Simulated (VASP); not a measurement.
# MgO in VASP: further runs

The runs below take MgO through single point, with PBEsol.

Program: VASP 6.6.1. These are calculated values, not measurements. Logs are shortened: lines on timing, memory, paths and dates and some standing lists are left out, and cuts for length are marked.

## (1) The cell of the first run

Symmetry: P6_3/mmc, No. 194, hexagonal system. Conventional cell: a = 3.665 Å, b = 3.665 Å, c = 4.329 Å, α = 90.00°, β = 90.00°, γ = 120.00°. Mg (site symmetry -6m2) has 5 O at 2.12 to 2.16 Å within 2.8 Å. Within 2.8 Å of O (site symmetry -6m2) lie 5 Mg at 2.12 to 2.16 Å.

## (2) Single point, PBEsol (strained)

INCAR reads:

```
SYSTEM = MgO
ALGO = Normal ; EDIFF = 1E-7
ENCUT = 520 ; GGA = PS
ISIF = 2 ; ISMEAR = 0
LASPH = .TRUE. ; LCHARG = .FALSE.
LREAL = .FALSE. ; LWAVE = .FALSE.
NBANDS = 16 ; NELM = 100
PREC = Accurate ; SIGMA = 0.02
```

KPOINTS reads:

```
k-points
0
G
  9 9 6
  0 0 0
```

POSCAR reads:

```
MgO
1.0
    3.6646363628      0.0000000000      0.0000000000
   -1.8323181815      3.1736681858      0.0000000000
    0.0000000000      0.0000000000      4.3289938493
Mg O
2 2
Direct
    0.6666666700      0.3333333300      0.7500000000
    0.3333333300      0.6666666700      0.2500000000
    0.6666666700      0.3333333300      0.2500000000
    0.3333333300      0.6666666700      0.7500000000
```

Potentials or basis: VASP PAW PBE potentials, release 64 (Mg, O).

The run is started by

```console
$ cat potpaw_PBE.64/Mg/POTCAR potpaw_PBE.64/O/POTCAR > POTCAR
$ mpirun -np 1 vasp_std > vasp.out
```

OUTCAR:

```text
SYSTEM = MgO
   EDIFF = 1E-7
   ENCUT = 520
   GGA = PS
   ISIF = 2
   ISMEAR = 0
   LASPH = .TRUE.
   LREAL = .FALSE.
   NELM = 100
   PREC = Accurate

 ion  position               nearest neighbor table
   1  0.667  0.333  0.750-   4 2.12   4 2.12   4 2.12   3 2.16   3 2.16   2 3.03   2 3.03   2 3.03
                             2 3.03   2 3.03   2 3.03
   2  0.333  0.667  0.250-   3 2.12   3 2.12   3 2.12   4 2.16   4 2.16   1 3.03   1 3.03   1 3.03
                             1 3.03   1 3.03   1 3.03
   3  0.667  0.333  0.250-   2 2.12   2 2.12   2 2.12   1 2.16   1 2.16
   4  0.333  0.667  0.750-   1 2.12   1 2.12   1 2.12   2 2.16   2 2.16

  LATTYP: Found a hexagonal cell.
 ALAT       =     3.6646363628
 C/A-ratio  =     1.1812887885

  Lattice vectors:

 A1 = (   3.6646363628,   0.0000000000,   0.0000000000)
 A2 = (  -1.8323181815,   3.1736681858,   0.0000000000)
 A3 = (   0.0000000000,   0.0000000000,   4.3289938493)

Analysis of symmetry for initial positions (statically):
=====================================================================
 Subroutine PRICEL returns:
 Original cell was already a primitive cell.

 Routine SETGRP: Setting up the symmetry group for a
 hexagonal supercell.

 Subroutine GETGRP returns: Found 24 space group operations
 (whereof 12 operations were pure point group operations)
 out of a pool of 24 trial point group operations.

The static configuration has the point symmetry D_3d.
 The point group associated with its full space group is D_6h.

Analysis of symmetry for dynamics (positions and initial velocities):
=====================================================================
 Subroutine PRICEL returns:
 Original cell was already a primitive cell.

 Routine SETGRP: Setting up the symmetry group for a
 hexagonal supercell.

 Subroutine GETGRP returns: Found 24 space group operations
 (whereof 12 operations were pure point group operations)
 out of a pool of 24 trial point group operations.

The dynamic configuration has the point symmetry D_3d.
 The point group associated with its full space group is D_6h.

 Subroutine INISYM returns: Found 24 space group operations
 (whereof 12 operations are pure point group operations),
 and found     1 'primitive' translations

----------------------------------------------------------------------------------------

                                     Primitive cell

  volume of cell :      50.3477

  direct lattice vectors                    reciprocal lattice vectors
     3.664636363  0.000000000  0.000000000     0.272878371  0.157546401  0.000000000
    -1.832318182  3.173668186  0.000000000     0.000000000  0.315092802  0.000000000
     0.000000000  0.000000000  4.328993849     0.000000000  0.000000000  0.231000559

  length of vectors
     3.664636363  3.664636363  4.328993849     0.315092802  0.315092802  0.231000559

  position of ions in fractional coordinates (direct lattice)
     0.666666670  0.333333330  0.750000000
     0.333333330  0.666666670  0.250000000
     0.666666670  0.333333330  0.250000000
     0.333333330  0.666666670  0.750000000

  ion indices of the primitive-cell ions
   primitive index   ion index
                 1           1
                 2           2
                 3           3
                 4           4

----------------------------------------------------------------------------------------

 KPOINTS: k-points

Automatic generation of k-mesh.
 Grid dimensions read from file:
 generate k-points for:    9    9    6

 Generating k-lattice:

  Cartesian coordinates                     Fractional coordinates (reciprocal lattice)
     0.030319819  0.017505156  0.000000000     0.111111111 -0.000000000  0.000000000
     0.000000000  0.035010311  0.000000000     0.000000000  0.111111111  0.000000000
     0.000000000  0.000000000  0.038500093     0.000000000  0.000000000  0.166666667

  Length of vectors
     0.035010311  0.035010311  0.038500093

  Shift w.r.t. Gamma in fractional coordinates (k-lattice)
     0.000000000  0.000000000  0.000000000

 Subroutine IBZKPT returns following result:
 ===========================================

 Found     48 irreducible k-points:

 Following reciprocal coordinates:
            Coordinates               Weight
  0.000000  0.000000  0.000000      1.000000
  0.111111  0.000000  0.000000      6.000000
  0.222222  0.000000  0.000000      6.000000
  0.333333  0.000000  0.000000      6.000000
  0.444444  0.000000  0.000000      6.000000
  0.111111  0.111111  0.000000      6.000000
[... 16 lines left out ...]
  0.333333  0.222222  0.166667     24.000000
  0.333333  0.333333  0.166667      4.000000
 [... further k-points ...]
   k-points           NKPTS =     48   k-points in BZ     NKDIM =     48   number of bands    NBANDS=     16
   number of dos      NEDOS =    301   number of ions     NIONS =      4
   total plane-waves  NPLWV =  25088
   dimension x,y,z NGX =    28 NGY =   28 NGZ =   32
   dimension x,y,z NGXF=    56 NGYF=   56 NGZF=   64
   ions per type =               2   2
   NGX,Y,Z   is equivalent  to a cutoff of  12.70, 12.70, 12.29 a.u.
   NGXF,Y,Z  is equivalent  to a cutoff of  25.40, 25.40, 24.58 a.u.
 SYSTEM =  MgO
   PREC   = accura    normal or accurate (medium, high low for compatibility)
   ISTART =      0    job   : 0-new  1-cont  2-samecut
   ICHARG =      2    charge: 1-file 2-atom 10-const
   ISPIN  =      1    spin polarized calculation?
   LNONCOLLINEAR =      F non collinear calculations
   LSORBIT =      F    spin-orbit coupling
   LASPH  =      T    aspherical Exc in radial PAW
   ENCUT  =  520.0 eV  38.22 Ry    6.18 a.u.   6.81  6.81  8.05*2*pi/ulx,y,z
   NELM   =    100;   NELMIN=  2; NELMDL= -5     # of ELM steps
   EDIFF  = 0.1E-06   stopping-criterion for ELM
   LREAL  =      F    real-space projection
   EDIFFG = 0.1E-05   stopping-criterion for IOM
   NSW    =      0    number of steps for IOM
   IBRION =     -1    ionic relax: 0-MD 1-quasi-New 2-CG
   NFREE  =      0    steps in history (QN), initial steepest desc. (CG)
   ISIF   =      2    stress and relaxation
   ISYM   =      2    0-nonsym 1-usesym 2-fastsym
   POTIM  = 0.5000    time-step for ionic-motion
   TEBEG  =    0.0;   TEEND  =   0.0 temperature during run
   PSTRESS=    0.0 pullay stress
   NELECT =      16.0000    total number of electrons
   NUPDOWN=      -1.0000    fix difference up-down
   EMIN   =  10.00;   EMAX   =-10.00  energy-range for DOS
   EFERMI =   0.00;   METHOD = LEGACY
   ISMEAR =     0;   SIGMA  =   0.02  broadening in eV -4-tet -1-fermi 0-gaus
   EFERMI_NEDOS =   21; number of points for ismear=-14 and -15
   IALGO  =     38    algorithm
   IMIX   =      4    mixing-type and parameters
     AMIX     =   0.40;   BMIX     =  1.00
     AMIX_MAG =   1.60;   BMIX_MAG =  1.00
  volume/ion in A,a.u.               =      12.59        84.94
  Fermi-wavevector in a.u.,A,eV,Ry     =   1.117176  2.111157 16.981198  1.248083
  Thomas-Fermi vector in A             =   2.253797
   LORBIT       =      0    0 simple, 1 ext, 2 COOP (PROOUT), +10 PAW based schemes
   GGA     = PS    functional components
   LHFCALC =     F    Hartree Fock is set to
   AEXX    =    0.0000 exact exchange contribution
   IVDW    =     0    specifies the selected vdW correction
   LEPSILON=     F    determine dielectric tensor
   LRPA    =     F    only Hartree local field effects (RPA)
 non-spin polarized calculation
 Gauss-broadening in eV      SIGMA  =   0.02
  energy-cutoff  :      520.00
  volume of cell :       50.35
 maximum number of plane-waves:      1370
 NGX is ok and might be reduce to    28
   NGX = 13   NGY = 13   NGZ = 17

 number of electron      16.0000000 magnetization

 Free energy of the ion-electron system (eV)
  ---------------------------------------------------
  ext. energy  EPLUGINS =         0.00000000
  ---------------------------------------------------
  free energy    TOTEN  =       -24.48406011 eV

  energy without entropy =      -24.48406011  energy(sigma->0) =      -24.48406011

 E-fermi :   1.1648     XC(G=0):  -9.7146

 val. band max:        1.0270304676   @ k =   0.0000   0.0000   0.0000
 cond. band min:       3.7177157864   @ k =   0.0000   0.0000   0.0000
 fundamental gap:      2.6906853189
 Fermi energy:         1.1647515409

 k-point     1 :       0.0000    0.0000    0.0000
  band No.  band energies     occupation
      1     -15.2606      2.00000
      2     -14.1376      2.00000
      3      -2.1535      2.00000
      4      -0.4717      2.00000
      5      -0.4717      2.00000
      6       0.4164      2.00000
[... 8 lines left out ...]
     15      15.1728      0.00000
     16      15.7269      0.00000

 k-point     2 :       0.1111    0.0000    0.0000
  band No.  band energies     occupation
      1     -15.2134      2.00000
      2     -14.1483      2.00000
      3      -2.0682      2.00000
      4      -0.6432      2.00000
      5      -0.5582      2.00000
      6       0.1161      2.00000
[... 8 lines left out ...]
     15      15.2001      0.00000
     16      15.2210      0.00000

 k-point     3 :       0.2222    0.0000    0.0000
  band No.  band energies     occupation
      1     -15.0832      2.00000
      2     -14.1852      2.00000
      3      -1.8241      2.00000
      4      -1.1525      2.00000
      5      -0.7421      2.00000
      6      -0.2927      2.00000
[... 8 lines left out ...]
     15      14.3654      0.00000
     16      14.6490      0.00000

 k-point     4 :       0.3333    0.0000    0.0000
  band No.  band energies     occupation
      1     -14.9049      2.00000
      2     -14.2555      2.00000
      3      -1.7162      2.00000
      4      -1.4635      2.00000
      5      -0.9160      2.00000
      6      -0.5440      2.00000
[... 8 lines left out ...]
     15      13.8050      0.00000
     16      14.4805      0.00000

 k-point     5 :       0.4444    0.0000    0.0000
  band No.  band energies     occupation
      1     -14.7470      2.00000
      2     -14.3420      2.00000
      3      -2.0492      2.00000
      4      -1.1067      2.00000
      5      -1.0168      2.00000
      6      -0.6693      2.00000
[... 8 lines left out ...]
     15      14.1862      0.00000
     16      14.4795      0.00000

 k-point     6 :       0.1111    0.1111    0.0000
  band No.  band energies     occupation
      1     -15.1245      2.00000
      2     -14.1722      2.00000
      3      -1.9032      2.00000
      4      -0.9070      2.00000
      5      -0.8200      2.00000
      6      -0.1327      2.00000
[... 8 lines left out ...]
     15      14.6430      0.00000
     16      14.7063      0.00000
[... 267 lines left out ...]
 k-point    21 :       0.4444    0.1111    0.1667
  band No.  band energies     occupation
      1     -14.6606      2.00000
      2     -14.3856      2.00000
      3      -2.2307      2.00000
      4      -1.2878      2.00000
      5      -1.1853      2.00000
      6      -0.4973      2.00000
[... 8 lines left out ...]
     15      14.1516      0.00000
     16      14.7486      0.00000

 k-point    22 :       0.2222    0.2222    0.1667
  band No.  band energies     occupation
      1     -14.7661      2.00000
      2     -14.3255      2.00000
      3      -1.8159      2.00000
      4      -1.7948      2.00000
      5      -0.8651      2.00000
      6      -0.4935      2.00000
[... 8 lines left out ...]
     15      14.2421      0.00000
     16      15.3953      0.00000

 k-point    23 :       0.3333    0.2222    0.1667
  band No.  band energies     occupation
      1     -14.6264      2.00000
      2     -14.4065      2.00000
      3      -2.0567      2.00000
      4      -1.5701      2.00000
      5      -1.2136      2.00000
      6      -0.2745      2.00000
[... 8 lines left out ...]
     15      14.2410      0.00000
     16      15.3568      0.00000

 k-point    24 :       0.3333    0.3333    0.1667
  band No.  band energies     occupation
      1     -14.5063      2.00000
      2     -14.5063      2.00000
      3      -2.0140      2.00000
      4      -1.4776      2.00000
      5      -1.4776      2.00000
      6       0.0299      2.00000
[... 8 lines left out ...]
     15      14.2843      0.00000
     16      15.9997      0.00000

 [... further k-points ...]

------------------------ aborting loop because EDIFF is reached ----------------------------------------

  FORCE on cell =-STRESS in cart. coord.  units (eV):
  Direction    XX          YY          ZZ          XY          YZ          ZX
  --------------------------------------------------------------------------------------
  -------------------------------------------------------------------------------------
  Total       -4.1577635     -4.1577635     -4.0603216      0.0000000     -0.0000000      0.0000000
  in kB     -132.3094889   -132.3094889   -129.2086668      0.0000000     -0.0000000      0.0000000
  external PRESSURE =    -131.2758815 kB  Pullay stress =       0.0000000 kB

 VOLUME and BASIS-vectors are now :
 -----------------------------------------------------------------------------
  energy-cutoff  :      520.00
  volume of cell :       50.35
      direct lattice vectors                 reciprocal lattice vectors
     3.664636363  0.000000000  0.000000000     0.272878371  0.157546401  0.000000000
    -1.832318182  3.173668186  0.000000000     0.000000000  0.315092802  0.000000000
     0.000000000  0.000000000  4.328993849     0.000000000  0.000000000  0.231000559

 POSITION                                       TOTAL-FORCE (eV/Angst)
 -----------------------------------------------------------------------------------
      1.83232      1.05789      3.24675         0.000000     -0.000000      0.000000
     -0.00000      2.11578      1.08225        -0.000000      0.000000      0.000000
      1.83232      1.05789      1.08225        -0.000000      0.000000      0.000000
     -0.00000      2.11578      3.24675         0.000000     -0.000000      0.000000
 -----------------------------------------------------------------------------------
    total drift:                               -0.000005      0.000003     -0.000000

  FREE ENERGIE OF THE ION-ELECTRON SYSTEM (eV)
  ---------------------------------------------------
  free  energy   TOTEN  =       -24.4840601080 eV

  energy  without entropy=      -24.4840601080  energy(sigma->0) =      -24.48406011
```

Run time: 58 s. Hardware: 1 thread of Intel Xeon 8259CL, shared host; peak memory 0.18 GiB.

What came out:

* Free energy: -24.4841 eV
* Pressure: -13.1 GPa
* Band gap on the k mesh: 2.69 eV

Caveat: the cell differs from its parent crystal (strained); the cell stands under tension; the PAW data sets were made with another functional, which shifts forces and pressure a little.

## (3) Single point, PBEsol (atoms moved at random and the cell strained at random)

INCAR reads:

```
SYSTEM = MgO
PREC = Accurate
ENCUT = 520
EDIFF = 1E-6
ISMEAR = 0
SIGMA = 0.02
LREAL = .False.
LASPH = .True.
NELM = 60
ALGO = Normal
ISIF = 2
LWAVE = .False.
LCHARG = .False.
GGA = PS
NBANDS = 16
```

KPOINTS reads:

```
regular mesh
0
Gamma
  9 9 6
  0 0 0
```

POSCAR reads:

```
MgO
1.0
    3.4812180235      0.0032771952      0.0348637786
   -1.7377708775      2.9957633332     -0.0307167732
    0.0417804122     -0.0183833814      4.1388094129
Mg O
2 2
Direct
    0.6708913605      0.3333498902      0.7460818960
    0.3277005621      0.6664613238      0.2561942903
    0.6587542368      0.3271000802      0.2528865201
    0.3426538406      0.6730887058      0.7448372936
```

Potentials or basis: VASP PAW PBE potentials, release 64 (Mg, O).

The run is started by

```console
$ cat potpaw_PBE.64/Mg/POTCAR potpaw_PBE.64/O/POTCAR > POTCAR
$ mpirun -np 1 vasp_std > vasp.out
```

It took 3.5 min on 1 thread of Intel Xeon 8259CL, shared host; peak memory 0.28 GiB.

Results (log left out):

| Property | Result |
| --- | --- |
| Free energy | -24.7124 eV |
| Pressure | 3.6 GPa |
| Largest force | 0.550 eV/Å |
| Band gap on the k mesh | 3.39 eV |

Forces on the atoms (eV/Å):
```
Mg  -0.047  0.170  0.329
Mg   0.121 -0.158 -0.447
O    0.128  0.298 -0.289
O   -0.202 -0.309  0.407
```

Stress tensor (GPa, compression positive):
```
 1.01 -0.45 -2.34
-0.45  4.84  1.02
-2.34  1.02  4.95
```

Levels at points of the mesh, in eV from the valence-band top:
| k point | band 6 | band 7 | band 8 | band 9 | band 10 | band 11 |
| --- | --- | --- | --- | --- | --- | --- |
| (0.00, 0.00, 0.00) | -0.89 | -0.79 | 0.00 | 3.39 | 9.55 | 12.24 |
| (0.00, 0.00, 0.50) | -1.36 | -1.34 | -1.26 | 6.42 | 6.46 | 12.67 |

Caveat: the cell differs from its parent crystal (atoms moved at random and the cell strained at random); the cell stands under pressure; the PAW data sets were made with another functional, which shifts forces and pressure a little.

## (4) Single point, PBEsol (atoms moved at random and the cell strained at random)

INCAR reads:

```
SYSTEM = MgO
PREC = Accurate
ENCUT = 520
EDIFF = 1E-6
ISMEAR = 0
SIGMA = 0.02
LREAL = .FALSE.
LASPH = .TRUE.
NELM = 100
ALGO = Normal
ISIF = 2
LWAVE = .FALSE.
LCHARG = .TRUE.
GGA = PS
LELF = .TRUE.
LVHAR = .TRUE.
NBANDS = 16
```

KPOINTS reads:

```
regular mesh
0
G
  9 9 6
  0 0 0
```

POSCAR reads:

```
MgO
1.0
    3.5752804982      0.0071122108      0.0348637786
   -1.7814808939      3.1186029624     -0.0212965828
    0.0417804122     -0.0053478928      4.3524744409
Mg O
2 2
Direct
    0.6807370687      0.3420671662      0.7535064278
    0.3312920122      0.6610925152      0.2518046734
    0.6613479908      0.3295741703      0.2458377625
    0.3266229283      0.6672661483      0.7488535297
```

The run is started by

```console
$ cat potpaw_PBE.64/Mg/POTCAR potpaw_PBE.64/O/POTCAR > POTCAR
$ mpirun -np 1 vasp_std > vasp.out
```

It took 3.6 min on 1 thread of Intel Xeon 8259CL, shared host; peak memory 0.3 GiB.

It converged, with:

- Free energy: -24.5823 eV
- Pressure: -10.2 GPa
- Largest force: 0.537 eV/Å
- Band gap on the k mesh: 2.80 eV

Forces on the atoms (eV/Å):
```
Mg  -0.433 -0.307 -0.081
Mg  -0.104  0.154 -0.034
O    0.160  0.004  0.134
O    0.377  0.149 -0.020
```

Stress tensor (GPa, compression positive):
```
 -8.55   0.58  -2.02
  0.58 -10.66   0.21
 -2.02   0.21 -11.34
```

Levels at points of the mesh, in eV from the valence-band top:
```
           k point  band 6  band 7  band 8  band 9  band 10  band 11
(0.00, 0.00, 0.00)   -0.75   -0.70    0.00    2.80     8.53    11.19
(0.00, 0.00, 0.50)   -1.18   -1.13   -1.10    5.78     5.79    12.00
```

Caveat: the cell differs from its parent crystal (atoms moved at random and the cell strained at random); the cell stands under tension; the PAW data sets were made with another functional, which shifts forces and pressure a little.

## (5) The runs side by side

```tsv
cell	gap on the mesh (eV)	pressure (GPa)	largest force (eV/Å)
a = 3.665, b = 3.665, c = 4.329 Å, angles 90.0, 90.0, 120.0°, 4 atoms, atomic positions A	2.69	-13.1	-
a = 3.481, b = 3.463, c = 4.139 Å, angles 91.0, 88.8, 120.1°, 4 atoms, atomic positions B	3.39	3.6	0.55
a = 3.575, b = 3.592, c = 4.353 Å, angles 90.7, 88.9, 119.6°, 4 atoms, atomic positions C	2.80	-10.2	0.54
```

Alike in all rows: task single point; level PBEsol; potentials or basis VASP PAW PBE potentials, release 64 (Mg, O); no spin polarisation; k mesh 9 × 9 × 6; cutoff (eV) 520; smearing gaussian 0.02 eV.

Caveats: the PAW data sets were made with another functional, which shifts forces and pressure a little; the cell stands under tension (at least some runs); the cell stands under pressure (at least some runs).

Total energies depend on the potentials used, so only differences within one code and one set of settings carry meaning.
